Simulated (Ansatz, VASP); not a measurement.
**HfO2 in VASP and in Ansatz**

```
Hf O
1.0
     3.60135    0.00000    0.00000
     0.00000    3.60135    0.00000
     0.00000    0.00000    5.22797
Hf O
2 4
Direct
  0.00000 0.00000 0.00000
  0.50000 0.50000 0.50000
  0.00000 0.50000 0.30321
  0.00000 0.50000 0.80321
  0.50000 0.00000 0.69679
  0.50000 0.00000 0.19679
```

Alike in both runs: task single point; functional r2SCAN; k mesh 6 × 6 × 4; occupations gaussian, width 0.1 eV; no spin polarisation.

|  | VASP | Ansatz |
| --- | --- | --- |
| version | VASP 6.6.1 | Ansatz 0.2.0 |
| potentials or method | VASP PAW PBE potentials, release 64 (Hf_pv, O), cutoff 520 eV | scalar-relativistic, plane waves, PAW |
| valence electrons in the cell | 44 | 76 |

```tsv
	VASP	Ansatz	Ansatz less VASP
gap on the k mesh at the Fermi level (eV)	5.15	5.18	+0.022
least direct gap on the mesh (eV)	5.23	5.25	+0.016
pressure (GPa)	-8.4	-4.9	+3.53
traceless stress, the component that is largest in VASP (GPa)	0.93	0.76	-0.172
rms of the force components (eV/Å)	0.084	0.052	-0.0323
```

VASP's potentials were made for PBE, not for r2SCAN. Atom by atom the forces differ by 0.032 eV/Å (rms over components). The functional is the same, so the differences come from potentials, cutoffs and numerics. VASP's potentials hold 44 valence electrons a cell and Ansatz's 76, so a difference there can come from the potentials and not from the codes.

Spin-orbit coupling is off throughout.
